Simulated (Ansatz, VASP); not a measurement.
## CdO in VASP and in Ansatz

```
Cd O
1.0
     0.00000    2.34744    2.34744
     2.34744    0.00000    2.34744
     2.34744    2.34744    0.00000
Cd O
1 1
Direct
  0.00000 0.00000 0.00000
  0.50000 0.50000 0.50000
```

Alike in both runs: task single point; functional LDA; k mesh 8 × 8 × 8; occupations gaussian, width 0.05 eV; no spin polarisation.

|  | VASP | Ansatz |
| --- | --- | --- |
| version | VASP 6.6.1 | Ansatz 0.2.0 |
| potentials or method | VASP PAW LDA potentials, release 64 (Cd_sv_GW, O), cutoff 700 eV | scalar-relativistic, plane waves, PAW |
| valence electrons in the cell | 26 | 26 |

|  | VASP | Ansatz | Ansatz less VASP |
| --- | --- | --- | --- |
| gap on the k mesh at the Fermi level (eV) | none | none | - |
| pressure (GPa) | -5.6 | -5.8 | -0.14 |

LDA's correlation is that of Perdew and Zunger in VASP and of Perdew and Wang (1992) in Ansatz. A gap of «none» marks a metal or a gap that the smearing closes.
